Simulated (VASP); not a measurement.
Runs of VASP 6.6.1 on AlN. The structure is that of space group P6_3mc (No. 186), or close to it. The cells are those of the table. 

```tsv
task	cell	smearing	gap on the mesh (eV)	pressure (GPa)	largest force (eV/Å)
single point	a = 3.271, b = 3.271, c = 4.874 Å, angles 90.0, 90.0, 120.0°, 4 atoms	gaussian 0.02 eV	(b)	-11.2	-
single point	a = 3.224, b = 3.224, c = 5.169 Å, angles 90.0, 90.0, 120.0°, 4 atoms	gaussian 0.02 eV	3.30	-14.6	-
relaxation of the atoms	atoms relaxed from a = 3.130, b = 3.130, c = 5.019 Å, angles 90.4, 89.1, 120.0°, 4 atoms	gaussian 0.02 eV	4.03	-0.3	-
single point	a = 3.130, b = 3.130, c = 5.018 Å, angles 90.0, 90.0, 120.0°, 4 atoms	gaussian 0.01 eV	4.04	-0.3	-
single point	a = 3.224, b = 3.224, c = 4.928 Å, angles 90.0, 90.0, 120.0°, 4 atoms	gaussian 0.02 eV	3.52	(a)	0.24
single point	a = 2.989, b = 2.989, c = 4.792 Å, angles 90.0, 90.0, 120.0°, 4 atoms	gaussian 0.02 eV	5.09	34.8	-
single point	a = 3.271, b = 3.271, c = 4.883 Å, angles 90.0, 90.0, 120.0°, 4 atoms	gaussian 0.02 eV	(c)	-11.1	0.22
```

Alike in all rows: level PBE; potentials or basis VASP PAW PBE potentials, release 64 (Al, N); no spin polarisation; k mesh 12 × 12 × 6; cutoff (eV) 520.

Problem. Fill in the values left out.

Solution. (a) -7.8; (b) 3.17; (c) 3.23.

A k mesh can miss the band edges.
